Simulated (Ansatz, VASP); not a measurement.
One calculation of AgI, two programs

The input INCAR:

```
SYSTEM = AgI
ALGO = Normal ; EDIFF = 1E-6
ENCUT = 500 ; GGA = CA
GGA_COMPAT = .False. ; ISIF = 2
ISMEAR = 0 ; LASPH = .True.
LCHARG = .True. ; LELF = .True.
LREAL = .False. ; LVHAR = .True.
LWAVE = .False. ; NBANDS = 26
NELM = 120 ; PREC = Accurate
SIGMA = 0.01
```

Contents of KPOINTS:

```
k-points
0
Gamma
  6 6 4
  0 0 0
```

File POSCAR:

```
AgI
1.0
    4.4401397945      0.0000000000      0.0000000000
   -2.2200698972      3.8452738584      0.0000000000
    0.0000000000      0.0000000000      7.4294596705
Ag I
2 2
Direct
    0.6666666667      0.3333333333      0.6307927834
    0.3333333333      0.6666666667      0.1307927834
    0.6666666667      0.3333333333     -0.0007927834
    0.3333333333      0.6666666667      0.4992072166
```

Input for Ansatz:

```yaml
crystal:
  lattice:
    - [4.44013979449, 0.0, 0.0]
    - [-2.22006989725, 3.84527385838, 0.0]
    - [0.0, 0.0, 7.42945967051]
  atoms:
    - { symbol: Ag, position: [0.666666666667, 0.333333333333, 0.630792783387] }
    - { symbol: Ag, position: [0.333333333333, 0.666666666667, 0.130792783387] }
    - { symbol: I, position: [0.666666666667, 0.333333333333, -0.000792783387] }
    - { symbol: I, position: [0.333333333333, 0.666666666667, 0.499207216613] }
kpoints:
  mp_grid: { grid: [6, 6, 4] }
scf:
  occupations: { method: fixed }
  convergence: { dr2_threshold: 1.0e-10 }
hamiltonian:
  xc: lda
  pseudopotentials: { kind: all_electron, lapw: { basis_error: 0.0005 } }
output:
  forces: true
  stress: true
  eigenstates:
    kpoints:
      - [0.0, 0.0, 0.0]
      - [0.0, 0.0, -0.5]
      - [-0.5, 0.0, 0.0]
      - [-0.5, 0.5, 0.0]
      - [0.0, -0.5, 0.0]
      - [-0.5, 0.0, -0.5]
      - [-0.5, 0.5, -0.5]
      - [0.0, -0.5, -0.5]
  eigenvalues: true
```

Change from the starting cell: film at in-plane strain -0.01.

Alike in both runs: task single point; functional LDA; k mesh 6 × 6 × 4; no spin polarisation.

|  | VASP | Ansatz |
| --- | --- | --- |
| version | VASP 6.6.1 | Ansatz 0.2.0 |
| potentials or method | VASP PAW LDA potentials, release 64 (Ag, I), cutoff 500 eV | all-electron LAPW, scalar-relativistic |
| occupations | gaussian, width 0.01 eV | fixed |

Ansatz gave:

```
gap on the k mesh at the Fermi level (eV)                     : 1.07
pressure (GPa)                                                : 0.3
traceless stress, the component that is largest in VASP (GPa) : -0.31
```

**Question.** Estimate VASP's values.

**Answer.** gap on the k mesh at the Fermi level (eV): 1.11; pressure (GPa): 0.3; traceless stress, the component that is largest in VASP (GPa): -0.31.

LDA's correlation is that of Perdew and Zunger in VASP and of Perdew and Wang (1992) in Ansatz. Ansatz ran all-electron here, and VASP with PAW potentials.

Neither program's run includes spin-orbit coupling.
